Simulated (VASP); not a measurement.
Runs of VASP 6.6.1 on MgS. The structure is that of space group Fm-3m (No. 225), or close to it. The cells are those of the table. 

```csv
cell,gap on the mesh (eV),pressure (GPa)
"a = 3.739 Å, angles 60.0°, 2 atoms",2.64,-2.3
"a = 3.798 Å, angles 60.0°, 2 atoms",2.54,-5.0
"a = 3.679 Å, angles 60.0°, 2 atoms",(c),1.2
"a = 3.617 Å, angles 60.0°, 2 atoms",(b),5.8
"a = 3.552 Å, angles 60.0°, 2 atoms",2.97,(a)
```

Alike in all rows: task single point; level PBE; potentials or basis VASP PAW PBE potentials, release 64 (Mg, S); no spin polarisation; k mesh 4 × 4 × 4; cutoff (eV) 520; smearing gaussian 0.01 eV.

Task: Fill in the values left out.

Result: (a) 11.6; (b) 2.86; (c) 2.75.

Caveats: all runs use coarse meshes.

A k mesh can miss the band edges.
